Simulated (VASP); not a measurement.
# ZnO (P6_3mc) in VASP: single point with PBE

Aim: the single point of ZnO with PBE.

All numbers are computed with VASP 6.6.1; they aren't measurements. Logs are shortened: lines on timing, memory, paths and dates and some standing lists are left out, and cuts for length are marked.

### 1 The cell of the first run

Symmetry: P6_3mc, No. 186, hexagonal system. Conventional cell: a = 3.279 Å, b = 3.279 Å, c = 5.293 Å, α = 90.00°, β = 90.00°, γ = 120.00°. Zn (site symmetry 3m) has 4 O at 2.00 to 2.01 Å within 2.6 Å. O (site symmetry 3m) has 4 Zn at 2.00 to 2.01 Å within 2.6 Å.

### 2 Single point, PBE

POSCAR

```
ZnO
1.0
    3.2794401034      0.0000000000      0.0000000000
   -1.6397200517      2.8400784397      0.0000000000
    0.0000000000      0.0000000000      5.2934578245
Zn O
2 2
Direct
    0.3333333333      0.6666666667      0.0015089686
    0.6666666667      0.3333333333      0.5015089686
    0.3333333333      0.6666666667      0.3805910314
    0.6666666667      0.3333333333      0.8805910314
```

INCAR.step1

```
SYSTEM = ZnO
ALGO = Normal
EDIFF = 1E-6
ENCUT = 520
GGA = PE
GGA_COMPAT = .FALSE.
ISIF = 2
ISMEAR = 0
LASPH = .TRUE.
LCHARG = .TRUE.
LORBIT = 11
LREAL = .FALSE.
LWAVE = .FALSE.
NBANDS = 26
NEDOS = 2001
NELM = 120
PREC = Accurate
SIGMA = 0.05
```

KPOINTS.step1

```
k-points
0
G
  12 12 8
  0 0 0
```

INCAR.step2

```
SYSTEM = ZnO
ALGO = Normal
EDIFF = 1E-6
ENCUT = 520
GGA = PE
GGA_COMPAT = .FALSE.
ICHARG = 11
ISIF = 2
ISMEAR = -5
LASPH = .TRUE.
LCHARG = .FALSE.
LORBIT = 10
LREAL = .FALSE.
LWAVE = .FALSE.
NEDOS = 1001
NELM = 120
PREC = Accurate
SIGMA = 0.05
```

KPOINTS.step2

```
k-points
0
G
  18 18 12
  0 0 0
```

Potentials or basis: VASP PAW PBE potentials, release 64 (Zn, O).

Launch:

```bash
$ cat potpaw_PBE.64/Zn/POTCAR potpaw_PBE.64/O/POTCAR > POTCAR
$ cp INCAR.step1 INCAR
$ cp KPOINTS.step1 KPOINTS
$ mpirun -np 1 vasp_std > vasp.out
$ cp INCAR.step2 INCAR
$ cp KPOINTS.step2 KPOINTS
$ mpirun -np 1 vasp_std > vasp.out
```

OUTCAR:

```text
SYSTEM = ZnO
   EDIFF = 1E-6
   ENCUT = 520
   GGA = PE
   ICHARG = 11
   ISIF = 2
   ISMEAR = -5
   LASPH = .TRUE.
   LORBIT = 10
   LREAL = .FALSE.
   NELM = 120
   PREC = Accurate

 ion  position               nearest neighbor table
   1  0.333  0.667  0.002-   4 2.00   4 2.00   4 2.00   3 2.01
   2  0.667  0.333  0.502-   3 2.00   3 2.00   3 2.00   4 2.01
   3  0.333  0.667  0.381-   2 2.00   2 2.00   2 2.00   1 2.01
   4  0.667  0.333  0.881-   1 2.00   1 2.00   1 2.00   2 2.01

  LATTYP: Found a hexagonal cell.
 ALAT       =     3.2794401034
 C/A-ratio  =     1.6141346259

  Lattice vectors:

 A1 = (   3.2794401034,   0.0000000000,   0.0000000000)
 A2 = (  -1.6397200517,   2.8400784397,   0.0000000000)
 A3 = (   0.0000000000,   0.0000000000,   5.2934578245)

Analysis of symmetry for initial positions (statically):
=====================================================================
 Subroutine PRICEL returns:
 Original cell was already a primitive cell.

 Routine SETGRP: Setting up the symmetry group for a
 hexagonal supercell.

 Subroutine GETGRP returns: Found 12 space group operations
 (whereof  6 operations were pure point group operations)
 out of a pool of 24 trial point group operations.

The static configuration has the point symmetry C_3v.
 The point group associated with its full space group is C_6v.

Analysis of symmetry for dynamics (positions and initial velocities):
=====================================================================
 Subroutine PRICEL returns:
 Original cell was already a primitive cell.

 Routine SETGRP: Setting up the symmetry group for a
 hexagonal supercell.

 Subroutine GETGRP returns: Found 12 space group operations
 (whereof  6 operations were pure point group operations)
 out of a pool of 24 trial point group operations.

The dynamic configuration has the point symmetry C_3v.
 The point group associated with its full space group is C_6v.

 Subroutine INISYM returns: Found 12 space group operations
 (whereof  6 operations are pure point group operations),
 and found     1 'primitive' translations

----------------------------------------------------------------------------------------

                                     Primitive cell

  volume of cell :      49.3026

  direct lattice vectors                    reciprocal lattice vectors
     3.279440103  0.000000000  0.000000000     0.304930100  0.176051476  0.000000000
    -1.639720052  2.840078440  0.000000000     0.000000000  0.352102951  0.000000000
     0.000000000  0.000000000  5.293457824     0.000000000  0.000000000  0.188912434

  length of vectors
     3.279440103  3.279440103  5.293457824     0.352102951  0.352102951  0.188912434

  position of ions in fractional coordinates (direct lattice)
     0.333333333  0.666666667  0.001508969
     0.666666667  0.333333333  0.501508969
     0.333333333  0.666666667  0.380591031
     0.666666667  0.333333333  0.880591031

  ion indices of the primitive-cell ions
   primitive index   ion index
                 1           1
                 2           2
                 3           3
                 4           4

----------------------------------------------------------------------------------------

 KPOINTS: k-points

Automatic generation of k-mesh.
 Grid dimensions read from file:
 generate k-points for:   18   18   12

 Generating k-lattice:

  Cartesian coordinates                     Fractional coordinates (reciprocal lattice)
     0.016940561  0.009780638  0.000000000     0.055555556  0.000000000  0.000000000
     0.000000000  0.019561275  0.000000000     0.000000000  0.055555556  0.000000000
     0.000000000  0.000000000  0.015742703     0.000000000  0.000000000  0.083333333

  Length of vectors
     0.019561275  0.019561275  0.015742703

  Shift w.r.t. Gamma in fractional coordinates (k-lattice)
     0.000000000  0.000000000  0.000000000

 TETIRR: Found   3954 inequivalent tetrahedra from    23328

 Subroutine IBZKPT returns following result:
 ===========================================

 Found    259 irreducible k-points:

 Following reciprocal coordinates:
            Coordinates               Weight
  0.000000  0.000000  0.000000      1.000000
  0.055556  0.000000  0.000000      6.000000
  0.111111  0.000000  0.000000      6.000000
  0.166667  0.000000  0.000000      6.000000
  0.222222  0.000000  0.000000      6.000000
  0.277778  0.000000  0.000000      6.000000
[... 16 lines left out ...]
  0.333333  0.111111  0.000000     12.000000
  0.388889  0.111111  0.000000     12.000000
 [... further k-points ...]
   k-points           NKPTS =    259   k-points in BZ     NKDIM =    259   number of bands    NBANDS=     22
   number of dos      NEDOS =   1001   number of ions     NIONS =      4
   total plane-waves  NPLWV =  23040
   dimension x,y,z NGX =    24 NGY =   24 NGZ =   40
   dimension x,y,z NGXF=    48 NGYF=   48 NGZF=   80
   ions per type =               2   2
   NGX,Y,Z   is equivalent  to a cutoff of  12.17, 12.17, 12.56 a.u.
   NGXF,Y,Z  is equivalent  to a cutoff of  24.33, 24.33, 25.12 a.u.
 SYSTEM =  ZnO
   PREC   = accura    normal or accurate (medium, high low for compatibility)
   ISTART =      0    job   : 0-new  1-cont  2-samecut
   ICHARG =     11    charge: 1-file 2-atom 10-const
   ISPIN  =      1    spin polarized calculation?
   LNONCOLLINEAR =      F non collinear calculations
   LSORBIT =      F    spin-orbit coupling
   LASPH  =      T    aspherical Exc in radial PAW
   ENCUT  =  520.0 eV  38.22 Ry    6.18 a.u.   6.10  6.10  9.84*2*pi/ulx,y,z
   NELM   =    120;   NELMIN=  2; NELMDL=  0     # of ELM steps
   EDIFF  = 0.1E-05   stopping-criterion for ELM
   LREAL  =      F    real-space projection
   EDIFFG = 0.1E-04   stopping-criterion for IOM
   NSW    =      0    number of steps for IOM
   IBRION =     -1    ionic relax: 0-MD 1-quasi-New 2-CG
   NFREE  =      0    steps in history (QN), initial steepest desc. (CG)
   ISIF   =      2    stress and relaxation
   ISYM   =      2    0-nonsym 1-usesym 2-fastsym
   POTIM  = 0.5000    time-step for ionic-motion
   TEBEG  =    0.0;   TEEND  =   0.0 temperature during run
   PSTRESS=    0.0 pullay stress
   NELECT =      36.0000    total number of electrons
   NUPDOWN=      -1.0000    fix difference up-down
   EMIN   =  10.00;   EMAX   =-10.00  energy-range for DOS
   EFERMI =   0.00;   METHOD = LEGACY
   ISMEAR =    -5;   SIGMA  =   0.05  broadening in eV -4-tet -1-fermi 0-gaus
   EFERMI_NEDOS =   21; number of points for ismear=-14 and -15
   IALGO  =     38    algorithm
   IMIX   =      4    mixing-type and parameters
     AMIX     =   0.40;   BMIX     =  1.00
     AMIX_MAG =   1.60;   BMIX_MAG =  1.00
  volume/ion in A,a.u.               =      12.33        83.18
  Fermi-wavevector in a.u.,A,eV,Ry     =   1.474187  2.785809 29.568542  2.173227
  Thomas-Fermi vector in A             =   2.588989
   LORBIT       =     10    0 simple, 1 ext, 2 COOP (PROOUT), +10 PAW based schemes
   GGA     = PE    functional components
   LHFCALC =     F    Hartree Fock is set to
   AEXX    =    0.0000 exact exchange contribution
   IVDW    =     0    specifies the selected vdW correction
   LEPSILON=     F    determine dielectric tensor
   LRPA    =     F    only Hartree local field effects (RPA)
 non-spin polarized calculation
 Fermi weights with tetrahedron method with Bloechl corrections
  energy-cutoff  :      520.00
  volume of cell :       49.30
 maximum number of plane-waves:      1350

 number of electron      36.0000038 magnetization

 Free energy of the ion-electron system (eV)
  ---------------------------------------------------
  ext. energy  EPLUGINS =         0.00000000
  ---------------------------------------------------
  free energy    TOTEN  =       -17.86080735 eV

  energy without entropy =      -17.86080735  energy(sigma->0) =      -17.86080735

 E-fermi :   0.9151     XC(G=0): -10.7256

 val. band max:        0.8946834868   @ k =   0.0000   0.0000   0.0000
 cond. band min:       1.6228265326   @ k =   0.0000   0.0000   0.0000
 fundamental gap:      0.7281430458
 Fermi energy:         0.9151317331

 k-point     1 :       0.0000    0.0000    0.0000
  band No.  band energies     occupation
      1     -16.9231      2.00000
      2     -16.2556      2.00000
      3      -4.6422      2.00000
      4      -4.6422      2.00000
      5      -4.6031      2.00000
      6      -4.4882      2.00000
[... 14 lines left out ...]
     21       8.9665      0.00000
     22      13.6240      0.00000

 k-point     2 :       0.0556    0.0000    0.0000
  band No.  band energies     occupation
      1     -16.9072      2.00000
      2     -16.2485      2.00000
      3      -4.6614      2.00000
      4      -4.6326      2.00000
      5      -4.5907      2.00000
      6      -4.4724      2.00000
[... 14 lines left out ...]
     21       8.9674      0.00000
     22      13.2584      0.00000

 k-point     3 :       0.1111    0.0000    0.0000
  band No.  band energies     occupation
      1     -16.8602      2.00000
      2     -16.2277      2.00000
      3      -4.7093      2.00000
      4      -4.6054      2.00000
      5      -4.5646      2.00000
      6      -4.4703      2.00000
[... 14 lines left out ...]
     21       8.9694      0.00000
     22      12.4700      0.00000

 k-point     4 :       0.1667    0.0000    0.0000
  band No.  band energies     occupation
      1     -16.7864      2.00000
      2     -16.1969      2.00000
      3      -4.7738      2.00000
      4      -4.5652      2.00000
      5      -4.5418      2.00000
      6      -4.4590      2.00000
[... 14 lines left out ...]
     21       8.9701      0.00000
     22      11.6007      0.00000

 k-point     5 :       0.2222    0.0000    0.0000
  band No.  band energies     occupation
      1     -16.6923      2.00000
      2     -16.1609      2.00000
      3      -4.8383      2.00000
      4      -4.5434      2.00000
      5      -4.5194      2.00000
      6      -4.4095      2.00000
[... 14 lines left out ...]
     21       8.9617      0.00000
     22      10.7880      0.00000

 k-point     6 :       0.2778    0.0000    0.0000
  band No.  band energies     occupation
      1     -16.5866      2.00000
      2     -16.1258      2.00000
      3      -4.8855      2.00000
      4      -4.5576      2.00000
      5      -4.4761      2.00000
      6      -4.3323      2.00000
[... 14 lines left out ...]
     21       8.9195      0.00000
     22      10.0909      0.00000

 k-point     7 :       0.3333    0.0000    0.0000
  band No.  band energies     occupation
      1     -16.4799      2.00000
      2     -16.0982      2.00000
      3      -4.9029      2.00000
      4      -4.5737      2.00000
      5      -4.4416      2.00000
      6      -4.2398      2.00000
[... 324 lines left out ...]
      6      -4.4159      2.00000
[... 14 lines left out ...]
     21       9.0127      0.00000
     22      10.6699      0.00000

 k-point    21 :       0.2222    0.1111    0.0000
  band No.  band energies     occupation
      1     -16.5535      2.00000
      2     -16.1158      2.00000
      3      -4.8358      2.00000
      4      -4.5857      2.00000
      5      -4.4616      2.00000
      6      -4.3390      2.00000
[... 14 lines left out ...]
     21       9.0572      0.00000
     22      10.0680      0.00000

 k-point    22 :       0.2778    0.1111    0.0000
  band No.  band energies     occupation
      1     -16.4511      2.00000
      2     -16.0918      2.00000
      3      -4.8373      2.00000
      4      -4.5713      2.00000
      5      -4.4420      2.00000
      6      -4.2518      2.00000
[... 14 lines left out ...]
     21       9.0355      0.00000
     22       9.5624      0.00000

 k-point    23 :       0.3333    0.1111    0.0000
  band No.  band energies     occupation
      1     -16.3589      2.00000
      2     -16.0797      2.00000
      3      -4.8179      2.00000
      4      -4.5458      2.00000
      5      -4.4262      2.00000
      6      -4.1676      2.00000
[... 14 lines left out ...]
     21       8.7377      0.00000
     22       9.3033      0.00000

 k-point    24 :       0.3889    0.1111    0.0000
  band No.  band energies     occupation
      1     -16.2902      2.00000
      2     -16.0795      2.00000
      3      -4.7931      2.00000
      4      -4.5118      2.00000
      5      -4.4179      2.00000
      6      -4.0995      2.00000
[... 14 lines left out ...]
     21       8.4638      0.00000
     22       9.2149      0.00000

 [... further k-points ...]
[... 5 lines left out ...]
  --------------------------------------------------------------------------------------
  -------------------------------------------------------------------------------------
  Total        0.2881518      0.2881518      0.2871084      0.0000000     -0.0000000      0.0000000
  in kB        9.3640226      9.3640226      9.3301148      0.0000000     -0.0000000      0.0000000
  external PRESSURE =       9.3527200 kB  Pullay stress =       0.0000000 kB

 VOLUME and BASIS-vectors are now :
 -----------------------------------------------------------------------------
  energy-cutoff  :      520.00
  volume of cell :       49.30
      direct lattice vectors                 reciprocal lattice vectors
     3.279440103  0.000000000  0.000000000     0.304930100  0.176051476  0.000000000
    -1.639720052  2.840078440  0.000000000     0.000000000  0.352102951  0.000000000
     0.000000000  0.000000000  5.293457824     0.000000000  0.000000000  0.188912434

 POSITION                                       TOTAL-FORCE (eV/Angst)
 -----------------------------------------------------------------------------------
     -0.00000      1.89339      0.00799         0.000000     -0.000000      0.000870
      1.63972      0.94669      2.65472        -0.000000      0.000000      0.000870
     -0.00000      1.89339      2.01464        -0.000000      0.000000     -0.000870
      1.63972      0.94669      4.66137         0.000000     -0.000000     -0.000870
 -----------------------------------------------------------------------------------
    total drift:                               -0.000001     -0.000001     -0.001675

  FREE ENERGIE OF THE ION-ELECTRON SYSTEM (eV)
  ---------------------------------------------------
  free  energy   TOTEN  =       -17.8608073472 eV

  energy  without entropy=      -17.8608073472  energy(sigma->0) =      -17.86080735

 total charge

# of ion       s       p       d       tot
------------------------------------------
    1        0.448   0.458   9.892  10.799
    2        0.448   0.458   9.892  10.799
    3        1.550   3.439   0.000   4.989
    4        1.550   3.439   0.000   4.989
--------------------------------------------------
tot          3.997   7.795  19.784  31.576
```

Wall time 2.6 min (1 thread of Intel Xeon Platinum 8375C at 2.90GHz (Ice Lake), shared host); peak memory 0.34 GiB.

Results:

| Property | Result |
| --- | --- |
| Valence electrons inside the program's atomic spheres | Zn 10.80; O 4.99 |

Levels at points of the mesh, in eV from the valence-band top:
| k point | band 14 | band 15 | band 16 | band 17 | band 18 | band 19 | band 20 | band 21 | band 22 |
| --- | --- | --- | --- | --- | --- | --- | --- | --- | --- |
| (0.00, 0.00, 0.00) | -0.75 | -0.75 | -0.08 | 0.00 | 0.00 | 0.73 | 5.09 | 8.07 | 12.73 |
| (0.50, 0.00, 0.00) | -3.44 | -2.72 | -2.15 | -1.23 | -0.79 | 5.62 | 6.82 | 7.52 | 8.27 |
| (0.00, 0.00, 0.50) | -2.23 | -0.37 | -0.37 | -0.37 | -0.37 | 3.36 | 3.36 | 9.91 | 9.91 |
| (0.50, 0.00, 0.50) | -3.69 | -1.43 | -1.43 | -1.32 | -1.32 | 5.64 | 5.64 | 8.23 | 8.23 |
